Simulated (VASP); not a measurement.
A run of VASP 6.6.1 is set up as follows.

File INCAR:

```
SYSTEM = TaN
  PREC = Accurate
  ENCUT = 520
  EDIFF = 1E-7
  ISMEAR = 0
  SIGMA = 0.1
  LREAL = .False.
  LASPH = .True.
  NELM = 60
  ALGO = Normal
  ISIF = 2
  LWAVE = .False.
  LCHARG = .False.
  LDIPOL = .True.
  IDIPOL = 3
  DIPOL = 0.5 0.5 0.500
  GGA = PE
  IVDW = 12
  IBRION = 2
  NSW = 70
  EDIFFG = -0.03
```

Contents of KPOINTS:

```
regular mesh
0
Gamma
  9 9 1
  0 0 0
```

File POSCAR:

```
TaN
1.0
    3.1000862557      0.0000000000      0.0000000000
    0.0000000000      3.1000862557      0.0000000000
    0.0000000000      0.0000000000     18.3841840274
Ta N
3 3
Selective dynamics
Direct
    0.0000000000      0.0000000000      0.3807620719  F F F
    0.5000000000      0.5000000000      0.5000000000  T T T
    0.0000000000      0.0000000000      0.6192379281  T T T
    0.5000000000      0.5000000000      0.3807620719  F F F
    0.0000000000      0.0000000000      0.5000000000  T T T
    0.5000000000      0.5000000000      0.6192379281  T T T
```

Potentials or basis: VASP PAW PBE potentials, release 64 (Ta_pv, N).

Launch:

```sh
$ cat potpaw_PBE.64/Ta_pv/POTCAR potpaw_PBE.64/N/POTCAR > POTCAR
$ mpirun -np 1 vasp_std > vasp.out
```

(1) Estimate the dispersion energy per atom.

(2) What does it give for the energy gained by relaxing?

(3) Predict the band gap on the k mesh.

Results:

(1) -0.307 eV.

(2) 48.0 meV/atom.

(3) zero (bands 24 and 25 overlap by 1.68 eV).

Caveat: spin-orbit coupling is left out, which moves the levels of the heavy elements.
